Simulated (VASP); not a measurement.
Wanted: the native input for a VASP 6.6.1 run.

```
Task                   : single point
Functional             : RPBE
Potentials or basis    : VASP PAW PBE potentials, release 64 (Sn_d, Se)
Cutoff                 : 520 eV
k mesh                 : 6 × 6 × 4
Occupations            : gaussian, width 0.01 eV
Spin                   : no spin polarisation
Dipole correction      : no
Further INCAR settings : ALGO = Normal; EDIFF = 1e-07; NBANDS = 20
```

The structure of SnSe2 lies in POSCAR:

```
SnSe2
1.0
    3.9161085565      0.0000000000      0.0000000000
   -1.9580542782      3.3914494939      0.0000000000
    0.0000000000      0.0000000000      8.2881935302
Sn Se
1 2
Direct
    0.0000000000      0.0000000000      0.0000000000
    0.3333333333      0.6666666667      0.1924978308
    0.6666666667      0.3333333333      0.8075021692
```

These files were run (other wordings do the same):

INCAR

```
SYSTEM = SnSe2
PREC = Accurate
ENCUT = 520
EDIFF = 1E-7
ISMEAR = 0
SIGMA = 0.01
LREAL = .FALSE.
LASPH = .TRUE.
NELM = 60
ALGO = Normal
ISIF = 2
LWAVE = .FALSE.
LCHARG = .FALSE.
GGA = RP
NBANDS = 20
```

KPOINTS

```
Automatic mesh
0
G
  6 6 4
  0 0 0
```

Potentials or basis: VASP PAW PBE potentials, release 64 (Sn_d, Se).

The run is started by

```sh
$ cat potpaw_PBE.64/Sn_d/POTCAR potpaw_PBE.64/Se/POTCAR > POTCAR
$ mpirun -np 1 vasp_std > vasp.out
```

It gave:

- Pressure: 0.0 GPa
- Largest force: 0.011 eV/Å
- Band gap on the k mesh: 0.84 eV, indirect (least direct gap 1.12 eV)

Caveat: the PAW data sets were made with another functional, which shifts forces and pressure a little; spin-orbit coupling is left out, which moves the levels of the heavy elements; this functional lacks dispersion, which binds the layers, so the pressure and a relaxed spacing across them are unreliable.

It took 58 s on 1 thread of Intel(R) Xeon(R) 6975P-C (Granite Rapids), with other jobs on the host, peak memory 0.24 GiB.
